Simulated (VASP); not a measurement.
# BaTiO3 (Pm-3m) in VASP: a series of runs, part 2 of 2

VASP 6.6.1. Earlier steps stand in the parts before.

## 3. Single point, LDA+U

Input file INCAR:

```
PREC     = Accurate       # precision mode
ENCUT    = 520            # plane-wave cutoff, eV
EDIFF    = 1E-6           # SCF threshold, eV
ISMEAR   = 1              # smearing method
SIGMA    = 0.01           # smearing width, eV
LREAL    = F              # projectors in reciprocal space
LASPH    = T              # aspherical terms in the spheres
NELM     = 150            # most SCF steps
ALGO     = Normal         # electronic algorithm
ISIF     = 2              # what is computed and relaxed
LWAVE    = F              # write WAVECAR
LCHARG   = F              # write CHGCAR
LMAXMIX  = 4              # l up to which the mixer works
LDAU     = T              # DFT+U
LDAUTYPE = 2            
LDAUL    = -1 2 -1        # shell
LDAUU    = 0 4 0          # U, eV
LDAUJ    = 0 0 0        
LDAUPRINT= 1            
NBANDS   = 28             # bands
```

Input file KPOINTS:

```
regular mesh
0
Gamma
  4 4 4
```

Input file POSCAR:

```
BaTiO3
1.0
    4.0060000000      0.0000000000      0.0000000000
    0.0000000000      4.0060000000      0.0000000000
    0.0000000000      0.0000000000      4.0060000000
Ba Ti O
1 1 3
Direct
    0.5000000000      0.5000000000      0.5000000000
    0.0000000000      0.0000000000      0.0000000000
    0.5000000000      0.0000000000      0.0000000000
    0.0000000000      0.5000000000      0.0000000000
    0.0000000000      0.0000000000      0.5000000000
```

Potentials or basis: VASP PAW LDA potentials, release 64 (Ba_sv, Ti_sv, O).

The run is started by

```
> cat potpaw_LDA.64/Ba_sv/POTCAR potpaw_LDA.64/Ti_sv/POTCAR potpaw_LDA.64/O/POTCAR > POTCAR
> mpirun -np 1 vasp_std > vasp.out
```

OUTCAR:

```text
PREC = Accurate
   ENCUT = 520
   EDIFF = 1E-6
   ISMEAR = 1
   LREAL = F
   LASPH = T
   NELM = 150
   ISIF = 2

 ion  position               nearest neighbor table
   1  0.500  0.500  0.500-   3 2.83   4 2.83   5 2.83   3 2.83   4 2.83   3 2.83   5 2.83   3 2.83
                             4 2.83   5 2.83   4 2.83   5 2.83   2 3.47   2 3.47   2 3.47   2 3.47
   2  0.000  0.000  0.000-   3 2.00   4 2.00   5 2.00   5 2.00   4 2.00   3 2.00   1 3.47   1 3.47
                             1 3.47   1 3.47   1 3.47   1 3.47   1 3.47   1 3.47
   3  0.500  0.000  0.000-   2 2.00   2 2.00   1 2.83   1 2.83   1 2.83   1 2.83
   4  0.000  0.500  0.000-   2 2.00   2 2.00   1 2.83   1 2.83   1 2.83   1 2.83
   5  0.000  0.000  0.500-   2 2.00   2 2.00   1 2.83   1 2.83   1 2.83   1 2.83

  LATTYP: Found a simple cubic cell.
 ALAT       =     4.0060000000

  Lattice vectors:

 A1 = (   4.0060000000,   0.0000000000,   0.0000000000)
 A2 = (   0.0000000000,   4.0060000000,   0.0000000000)
 A3 = (   0.0000000000,   0.0000000000,   4.0060000000)

Analysis of symmetry for initial positions (statically):
=====================================================================
 Subroutine PRICEL returns:
 Original cell was already a primitive cell.

 Routine SETGRP: Setting up the symmetry group for a
 simple cubic supercell.

 Subroutine GETGRP returns: Found 48 space group operations
[... 176 lines left out ...]
  o =  0.1073  v =  1.0000  0.0000  0.0000  0.0000  0.0000  0.0000  0.0000  0.0000  0.0000  0.0000      0.0000  0.0000  0.0000  0.0000  0.0000  0.0000  0.0000  0.0000  0.0000  0.0000
  o =  0.1073  v =  0.0000  0.0390 -0.0000 -0.9992  0.0000  0.0000  0.0000  0.0000  0.0000  0.0000      0.0000  0.0000  0.0000  0.0000  0.0000  0.0000  0.0000  0.0000  0.0000  0.0000
  o =  0.1073  v =  0.0000  0.0000  0.0000  0.0000  0.0000  0.0000  0.0390 -0.0000 -0.9992  0.0000      0.0000  0.0000  0.0000  0.0000  0.0000  0.0000  0.0000  0.0000  0.0000  0.0000
  o =  0.2370  v =  0.0000  0.0000  0.0000  0.0000  0.0000  0.0000  0.0000 -1.0000  0.0000  0.0005      0.0000  0.0000  0.0000  0.0000  0.0000  0.0000  0.0000  0.0000  0.0000  0.0000
  o =  0.2370  v =  0.0000  0.0000 -1.0000  0.0000  0.0005  0.0000  0.0000  0.0000  0.0000  0.0000      0.0000  0.0000  0.0000  0.0000  0.0000  0.0000  0.0000  0.0000  0.0000  0.0000
  o =  0.2370  v =  0.0000  0.0000  0.0005  0.0000  1.0000  0.0000  0.0000  0.0000  0.0000  0.0000      0.0000  0.0000  0.0000  0.0000  0.0000  0.0000  0.0000  0.0000  0.0000  0.0000
  o =  0.2370  v =  0.0000  0.0000  0.0000  0.0000  0.0000  0.0000  0.0000  0.0005  0.0000  1.0000      0.0000  0.0000  0.0000  0.0000  0.0000  0.0000  0.0000  0.0000  0.0000  0.0000

 number of electron      39.9999975 magnetization

 Free energy of the ion-electron system (eV)
  ---------------------------------------------------
  ext. energy  EPLUGINS =         0.00000000
  ---------------------------------------------------
  free energy    TOTEN  =       -41.37617768 eV

  energy without entropy =      -41.37617768  energy(sigma->0) =      -41.37617768

 E-fermi :   3.7100     XC(G=0): -11.7298

 val. band max:        3.6469392944   @ k =   0.5000   0.5000   0.5000
 cond. band min:       5.7351087482   @ k =   0.0000   0.0000   0.0000
 fundamental gap:      2.0881694538
 Fermi energy:         3.7100492768

 k-point     1 :       0.0000    0.0000    0.0000
  band No.  band energies     occupation
      1     -53.3608      2.00000
      2     -29.9258      2.00000
      3     -29.9258      2.00000
      4     -29.9258      2.00000
      5     -21.0254      2.00000
      6     -12.9919      2.00000
[... 299 lines left out ...]
     27      11.2780      0.00000
     28      11.2780      0.00000

------------------------ aborting loop because EDIFF is reached ----------------------------------------

  FORCE on cell =-STRESS in cart. coord.  units (eV):
  Direction    XX          YY          ZZ          XY          YZ          ZX
  --------------------------------------------------------------------------------------
  -------------------------------------------------------------------------------------
  Total       -1.6404064     -1.6404064     -1.6404064      0.0000000      0.0000000     -0.0000000
  in kB      -40.8817231    -40.8817231    -40.8817231      0.0000000      0.0000000     -0.0000000
  external PRESSURE =     -40.8817231 kB  Pullay stress =       0.0000000 kB

 VOLUME and BASIS-vectors are now :
 -----------------------------------------------------------------------------
  energy-cutoff  :      520.00
  volume of cell :       64.29
      direct lattice vectors                 reciprocal lattice vectors
     4.006000000  0.000000000  0.000000000     0.249625562  0.000000000  0.000000000
     0.000000000  4.006000000  0.000000000     0.000000000  0.249625562  0.000000000
     0.000000000  0.000000000  4.006000000     0.000000000  0.000000000  0.249625562

 POSITION                                       TOTAL-FORCE (eV/Angst)
 -----------------------------------------------------------------------------------
      2.00300      2.00300      2.00300         0.000000      0.000000      0.000000
      0.00000      0.00000      0.00000         0.000000      0.000000      0.000000
      2.00300      0.00000      0.00000         0.000000      0.000000      0.000000
      0.00000      2.00300      0.00000         0.000000      0.000000      0.000000
      0.00000      0.00000      2.00300         0.000000      0.000000      0.000000
 -----------------------------------------------------------------------------------
    total drift:                                0.000000     -0.000000      0.000000

  FREE ENERGIE OF THE ION-ELECTRON SYSTEM (eV)
  ---------------------------------------------------
  free  energy   TOTEN  =       -41.3761776822 eV

  energy  without entropy=      -41.3761776822  energy(sigma->0) =      -41.37617768
```

OSZICAR:

```text
N       E                     dE             d eps       ncg     rms          rms(c)
DAV:   1     0.409304998805E+03    0.40930E+03   -0.20272E+04   560   0.151E+03
DAV:   2    -0.140399474942E+02   -0.42334E+03   -0.40524E+03   656   0.416E+02
DAV:   3    -0.511035323288E+02   -0.37064E+02   -0.36761E+02   656   0.128E+02
DAV:   4    -0.530932592826E+02   -0.19897E+01   -0.19853E+01   872   0.257E+01
DAV:   5    -0.531343642728E+02   -0.41105E-01   -0.41098E-01   692   0.350E+00    0.227E+01
DAV:   6    -0.415445966096E+02    0.11590E+02   -0.57256E+01   784   0.657E+01    0.932E+00
DAV:   7    -0.414745228521E+02    0.70074E-01   -0.63179E+00   688   0.154E+01    0.529E+00
DAV:   8    -0.414597446279E+02    0.14778E-01   -0.16619E+00   676   0.108E+01    0.266E+00
DAV:   9    -0.413798421224E+02    0.79903E-01   -0.28931E-01   644   0.535E+00    0.103E+00
DAV:  10    -0.413922149350E+02   -0.12373E-01   -0.11174E-01   668   0.202E+00    0.102E+00
DAV:  11    -0.413765163758E+02    0.15699E-01   -0.69678E-02   720   0.229E+00    0.209E-01
DAV:  12    -0.413761702390E+02    0.34614E-03   -0.35252E-03   656   0.559E-01    0.452E-02
DAV:  13    -0.413761748943E+02   -0.46553E-05   -0.34813E-04   724   0.112E-01    0.257E-02
DAV:  14    -0.413761778473E+02   -0.29530E-05   -0.19595E-05   700   0.283E-02    0.721E-03
DAV:  15    -0.413761776822E+02    0.16514E-06   -0.19812E-06   576   0.120E-02
   1 F= -.41376178E+02 E0= -.41376178E+02  d E =0.524435E-19
```

Wall time 13 s (1 thread of Intel Xeon Platinum 8488C (Sapphire Rapids), shared host); peak memory 0.15 GiB.

What came out:

```
Free energy            : -41.3762 eV
Pressure               : -4.1 GPa
Band gap on the k mesh : 2.09 eV, indirect (least direct gap 2.27 eV)
```

Levels at points of the mesh, in eV from the valence-band top:
| k point | band 16 | band 17 | band 18 | band 19 | band 20 | band 21 | band 22 | band 23 | band 24 | band 25 |
| --- | --- | --- | --- | --- | --- | --- | --- | --- | --- | --- |
| (0.00, 0.00, 0.00) | -1.12 | -1.12 | -0.19 | -0.19 | -0.19 | 2.09 | 2.09 | 2.09 | 3.94 | 3.94 |
| (0.50, 0.00, 0.00) | -1.99 | -1.78 | -1.78 | -0.79 | -0.79 | 2.28 | 3.85 | 3.85 | 3.95 | 5.87 |
| (0.50, 0.50, 0.00) | -2.68 | -1.90 | -0.89 | -0.89 | -0.09 | 3.86 | 3.86 | 4.28 | 4.75 | 7.63 |
| (0.50, 0.50, 0.50) | -2.33 | -2.33 | 0.00 | 0.00 | 0.00 | 4.54 | 4.54 | 4.54 | 6.57 | 6.57 |

Eigenvalues of the final occupation matrices:
| site | spin | trace | eigenvalues |
| --- | --- | --- | --- |
| site 2 d | 1 | 0.80 | 0.11 0.11 0.11 0.24 0.24 |
| site 2 d | 2 | 0.80 | 0.11 0.11 0.11 0.24 0.24 |

Caveat: spin-orbit coupling is left out, which moves the levels of the heavy elements.

## 4. Single point, LDA+U

Input file INCAR:

```
SYSTEM = BaTiO3
PREC = Accurate
ENCUT = 520
EDIFF = 1E-7
ISMEAR = 1
SIGMA = 0.01
LREAL = .FALSE.
LASPH = .TRUE.
NELM = 150
ALGO = Normal
ISIF = 2
LWAVE = .FALSE.
LCHARG = .FALSE.
LMAXMIX = 4
LDAU = .TRUE.
LDAUTYPE = 2
LDAUL = -1 2 -1
LDAUU = 0 6 0
LDAUJ = 0 0 0
LDAUPRINT = 1
NBANDS = 28
```

Input file KPOINTS:

```
Automatic mesh
0
G
  4 4 4
  0 0 0
```

POSCAR is that of step 3.

The run is started by

```
> cat potpaw_LDA.64/Ba_sv/POTCAR potpaw_LDA.64/Ti_sv/POTCAR potpaw_LDA.64/O/POTCAR > POTCAR
> mpirun -np 1 vasp_std > vasp.out
```

It took 16 s on 1 thread of Intel Xeon Platinum 8488C (Sapphire Rapids), shared host; peak memory 0.15 GiB.

It converged, with:

```
Free energy            : -40.1059 eV
Pressure               : -2.4 GPa
Band gap on the k mesh : 2.35 eV, indirect (least direct gap 2.55 eV)
```

Levels at points of the mesh, in eV from the valence-band top:
| k point | band 17 | band 18 | band 19 | band 20 | band 21 | band 22 | band 23 | band 24 |
| --- | --- | --- | --- | --- | --- | --- | --- | --- |
| (0.00, 0.00, 0.00) | -1.13 | -0.21 | -0.21 | -0.21 | 2.35 | 2.35 | 2.35 | 3.98 |
| (0.50, 0.00, 0.00) | -1.73 | -1.73 | -0.83 | -0.83 | 2.56 | 3.99 | 4.10 | 4.10 |
| (0.50, 0.50, 0.00) | -1.98 | -0.90 | -0.90 | -0.09 | 4.12 | 4.12 | 4.54 | 4.76 |
| (0.50, 0.50, 0.50) | -2.28 | 0.00 | 0.00 | 0.00 | 4.79 | 4.79 | 4.79 | 6.53 |

Eigenvalues of the final occupation matrices:
```tsv
site	spin	trace	eigenvalues
site 2 d	1	0.76	0.10 0.10 0.10 0.23 0.23
site 2 d	2	0.76	0.10 0.10 0.10 0.23 0.23
```

Caveat: spin-orbit coupling is left out, which moves the levels of the heavy elements. A k mesh can miss the band edges.

## 5. Single point, LDA+U

Input file INCAR:

```
ALGO = Normal ; EDIFF = 1E-6
ENCUT = 520 ; ISIF = 2
ISMEAR = 1 ; LASPH = True
LCHARG = False ; LDAU = True
LDAUJ = 0 0 0 ; LDAUL = -1 2 -1
LDAUPRINT = 1 ; LDAUTYPE = 2
LDAUU = 0 8 0 ; LMAXMIX = 4
LREAL = False ; LWAVE = False
NBANDS = 28 ; NELM = 150
PREC = Accurate ; SIGMA = 0.01
```

Input file KPOINTS:

```
k-points
0
Gamma
  4 4 4
```

POSCAR is that of step 4.

The run is started by

```
> cat potpaw_LDA.64/Ba_sv/POTCAR potpaw_LDA.64/Ti_sv/POTCAR potpaw_LDA.64/O/POTCAR > POTCAR
> mpirun -np 1 vasp_std > vasp.out
```

Wall time 16 s (1 thread of Intel Xeon Platinum 8488C (Sapphire Rapids), shared host); peak memory 0.16 GiB.

The run converged. Its results:

| Quantity | Value |
| --- | --- |
| Free energy | -38.8911 eV |
| Pressure | -0.7 GPa |
| Band gap on the k mesh | 2.63 eV, indirect (least direct gap 2.85 eV) |

Levels at points of the mesh, in eV from the valence-band top:
```tsv
k point	band 18	band 19	band 20	band 21	band 22	band 23
(0.00, 0.00, 0.00)	-0.23	-0.23	-0.23	2.63	2.63	2.63
(0.50, 0.00, 0.00)	-1.69	-0.86	-0.86	2.86	4.05	4.37
(0.50, 0.50, 0.00)	-0.91	-0.91	-0.09	4.39	4.39	4.79
(0.50, 0.50, 0.50)	0.00	0.00	0.00	5.08	5.08	5.08
```

Eigenvalues of the final occupation matrices:
| site | spin | trace | eigenvalues |
| --- | --- | --- | --- |
| site 2 d | 1 | 0.72 | 0.09 0.09 0.09 0.23 0.23 |
| site 2 d | 2 | 0.72 | 0.09 0.09 0.09 0.23 0.23 |

Caveat: spin-orbit coupling is left out, which moves the levels of the heavy elements.

## 6. Overview

```tsv
U	gap on the mesh (eV)	pressure (GPa)
Ti d U = 2.0 eV	1.85	-5.6
Ti d U = 4.0 eV	2.09	-4.1
Ti d U = 6.0 eV	2.35	-2.4
Ti d U = 8.0 eV	2.63	-0.7
```

Alike in all rows: task single point; level LDA+U; potentials or basis VASP PAW LDA potentials, release 64 (Ba_sv, Ti_sv, O); no spin polarisation; cell as given; k mesh 4 × 4 × 4; cutoff (eV) 520; smearing methfessel-paxton 0.01 eV.

On the cell as given the gap runs from 1.85 eV (LDA+U) to 2.63 eV (LDA+U).

Caveats: spin-orbit coupling is left out, which moves the levels of the heavy elements.

Absolute energies hang on the potentials; compare differences alone.
